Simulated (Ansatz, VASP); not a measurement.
# Two plane-wave programs on HfB

```
CELL_PARAMETERS angstrom
-1.76195 2.72901 3.08164
1.76195 -2.72901 3.08164
1.76195 2.72901 -3.08164
ATOMIC_POSITIONS crystal
Hf 0.74883 0.24883 0.50000
Hf 0.25117 0.75117 0.50000
B 0.64966 0.50000 0.14966
B 0.35034 0.50000 0.85034
```

Alike in both runs: functional PBE; k mesh 6 × 6 × 6; occupations gaussian, width 0.1 eV; no spin polarisation.

Ansatz relaxed the structure, and its values are those at the end. VASP's run is a single point on that final structure, the one shown.

```csv
,VASP,Ansatz
version,VASP 6.6.1,Ansatz 0.2.0
potentials or method,"VASP PAW PBE potentials, release 64 (Hf_pv, B), cutoff 520 eV","scalar-relativistic, plane waves, PAW"
valence electrons in the cell,26,58
```

|  | VASP | Ansatz | Ansatz less VASP |
| --- | --- | --- | --- |
| gap on the k mesh at the Fermi level (eV) | none | none | - |
| pressure (GPa) | -0.2 | 0.1 | +0.33 |
| rms of the force components (eV/Å) | 0.010 | 0.003 | -0.0074 |

A gap of «none» marks a metal or a gap that the smearing closes. With one functional, cell and mesh, what is left measures potentials, basis and numerics. VASP's potentials hold 26 valence electrons a cell and Ansatz's 58, so a difference there can come from the potentials and not from the codes.

Neither program's run includes spin-orbit coupling.
